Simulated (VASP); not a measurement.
Wanted: the native input for a VASP 6.6.1 run.

| Item | Value |
| --- | --- |
| Task | single point |
| Functional | PBEsol |
| Potentials or basis | VASP PAW PBE potentials, release 64 (Cu) |
| Cutoff | 520 eV |
| k mesh | 10 × 10 × 6 |
| Occupations | fermi-dirac, width 0.15 eV |
| Spin | no spin polarisation |
| Dipole correction | no |
| Further INCAR settings | ALGO = Normal; EDIFF = 1e-06; NBANDS = 18 |

The structure of Cu lies in POSCAR:

```
Cu
1.0
    2.5113681213      0.0000000000      0.0000000000
   -1.2556840557      2.1749085894      0.0000000000
    0.0000000000      0.0000000000      4.0756849682
Cu
2
Direct
    0.3333333333      0.6666666667      0.2500000000
    0.6666666667      0.3333333333      0.7500000000
```

These files were run (other wordings do the same):

INCAR

```
PREC = Accurate
ENCUT = 520
EDIFF = 1E-6
ISMEAR = -1
SIGMA = 0.15
LREAL = F
LASPH = T
NELM = 100
ALGO = Normal
ISIF = 2
LWAVE = F
LCHARG = F
GGA = PS
NBANDS = 18
```

KPOINTS

```
Automatic mesh
0
Gamma
  10 10 6
```

Potentials or basis: VASP PAW PBE potentials, release 64 (Cu).

Command:

```sh
$ cat potpaw_PBE.64/Cu/POTCAR > POTCAR
$ mpirun -np 1 vasp_std > vasp.out
```

It gave:

```json
{
 "Pressure": "3.9 GPa",
 "Band gap on the k mesh": "zero (band 11 reaches 11.29 eV, above the bottom of band 12 at 6.11 eV)"
}
```

Caveat: the PAW data sets were made with another functional, which shifts forces and pressure a little.

Run time: 11 s on 1 thread of Intel(R) Xeon(R) Platinum 8488C (Sapphire Rapids), on a shared host, peak memory 0.14 GiB.
